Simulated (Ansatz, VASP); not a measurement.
## Se in VASP and in Ansatz

```
Se
1.0
     2.64438    0.00000    0.00000
     0.00000    2.64438    0.00000
     0.00000    0.00000    3.98311
Se
1
Direct
  0.00000 0.00000 0.50000
```

Alike in both runs: functional PBE; k mesh 6 × 6 × 4; occupations gaussian, width 0.1 eV; no spin polarisation.

Ansatz relaxed the structure, and its values are those at the end. VASP's run is a single point on that final structure, the one shown.

|  | VASP | Ansatz |
| --- | --- | --- |
| version | VASP 6.6.1 | Ansatz 0.2.0 |
| potentials or method | VASP PAW PBE potentials, release 64 (Se), cutoff 520 eV | scalar-relativistic, plane waves, PAW |
| valence electrons in the cell | 6 | 16 |

```tsv
	VASP	Ansatz	Ansatz less VASP
gap on the k mesh at the Fermi level (eV)	none	none	-
pressure (GPa)	-0.2	-0.2	-0.03
```

A gap of «none» marks a metal or a gap that the smearing closes. The functional is the same, so the differences come from potentials, cutoffs and numerics. VASP's potentials hold 6 valence electrons a cell and Ansatz's 16, so a difference there can come from the potentials and not from the codes.

The k mesh is coarse, so the values compare programs but aren't converged.
